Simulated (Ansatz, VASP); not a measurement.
# One calculation of Ca, two programs

```
CELL_PARAMETERS angstrom
-1.90400 2.57600 2.24000
1.90400 -2.57600 2.24000
1.90400 2.57600 -2.24000
ATOMIC_POSITIONS crystal
Ca 0.00000 0.00000 0.00000
```

Change from the starting cell: strain -0.1500 x Voigt [1, -1, 0, 0, 0, 0], atoms carried along.

Alike in both runs: task single point; functional PBEsol; k mesh 16 × 16 × 16; occupations gaussian, width 0.15 eV; no spin polarisation.

|  | VASP | Ansatz |
| --- | --- | --- |
| version | VASP 6.6.1 | Ansatz 0.2.0 |
| potentials or method | VASP PAW PBE potentials, release 64 (Ca_sv), cutoff 520 eV | scalar-relativistic, plane waves, PAW |
| valence electrons in the cell | 10 | 10 |

|  | VASP | Ansatz | Ansatz less VASP |
| --- | --- | --- | --- |
| gap on the k mesh at the Fermi level (eV) | none | none | - |
| pressure (GPa) | -1.1 | -1.2 | -0.02 |
| traceless stress, the component that is largest in VASP (GPa) | 1.68 | 1.68 | -0.003 |

VASP's potentials were made for PBE, not for PBEsol. A gap of «none» marks a metal or a gap that the smearing closes.
